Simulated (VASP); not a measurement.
Set up this calculation in VASP 6.6.1, as the native input.

- Task: single point
- Functional: PBE
- Potentials or basis: VASP PAW PBE potentials, release 64 (Si)
- Cutoff: 500 eV
- k mesh: 10 × 10 × 10
- Occupations: gaussian, width 0.02 eV
- Spin: no spin polarisation
- Dipole correction: no
- Further INCAR settings: ALGO = Normal; EDIFF = 1e-06; NBANDS = 11

The structure of Si lies in POSCAR:

```
Si
1.0
    0.0000000000      2.7345931058      2.7345931058
    2.7345931058      0.0000000000      2.7345931058
    2.7345931058      2.7345931058      0.0000000000
Si
2
Direct
    0.0000000000      0.0000000000      0.0000000000
    0.2500000000      0.2500000000      0.2500000000
```

These files were run (other wordings do the same):

INCAR

```
SYSTEM = Si
PREC = Accurate ; ENCUT = 500
EDIFF = 1E-6 ; ISMEAR = 0
SIGMA = 0.02 ; LREAL = .False.
LASPH = .True. ; NELM = 120
ALGO = Normal ; ISIF = 2
LWAVE = .False. ; LCHARG = .False.
GGA = PE ; NBANDS = 11
GGA_COMPAT = .False.
```

KPOINTS

```
regular mesh
0
Gamma
  10 10 10
  0 0 0
```

Potentials or basis: VASP PAW PBE potentials, release 64 (Si).

Run with:

```bash
$ cat potpaw_PBE.64/Si/POTCAR > POTCAR
$ mpirun -np 1 vasp_std > vasp.out
```

Results of the run:

```
Pressure               : 0.0 GPa
Band gap on the k mesh : 0.62 eV, indirect (least direct gap 2.56 eV)
```

Wall time 11 s on 1 thread of Intel(R) Xeon(R) 6975P-C (Granite Rapids), on a shared host, peak memory 0.15 GiB.
